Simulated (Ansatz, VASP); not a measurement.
One calculation of Be3Te2O, two programs

```
CELL_PARAMETERS angstrom
6.18393 0.00000 0.00000
-3.09197 5.35544 0.00000
0.00000 0.00000 5.40185
ATOMIC_POSITIONS crystal
Be 0.74942 0.00000 0.00000
Be 0.00000 0.74942 0.00000
Be 0.25058 0.25058 0.00000
Te 0.33333 0.66667 0.00000
Te 0.66667 0.33333 0.00000
O 0.00000 0.00000 0.00000
```

Alike in both runs: functional PBE; k mesh 3 × 3 × 2; occupations gaussian, width 0.15 eV; no spin polarisation.

Ansatz relaxed the structure, and its values are those at the end. VASP's run is a single point on that final structure, the one shown.

|  | VASP | Ansatz |
| --- | --- | --- |
| version | VASP 6.6.1 | Ansatz 0.2.0 |
| potentials or method | VASP PAW PBE potentials, release 64 (Be, Te, O), cutoff 600 eV | scalar-relativistic, plane waves, PAW |
| valence electrons in the cell | 24 | 44 |

```csv
,VASP,Ansatz,Ansatz less VASP
gap on the k mesh at the Fermi level (eV),2.21,2.21,-0.001
least direct gap on the mesh (eV),2.21,2.21,-0.001
pressure (GPa),0.3,0.2,-0.07
rms of the force components (eV/Å),0.005,0.009,+0.0033
```

VASP's potentials hold 24 valence electrons a cell and Ansatz's 44, so a difference there can come from the potentials and not from the codes.

The k mesh is coarse, so the values compare programs but aren't converged. Neither program's run includes spin-orbit coupling.
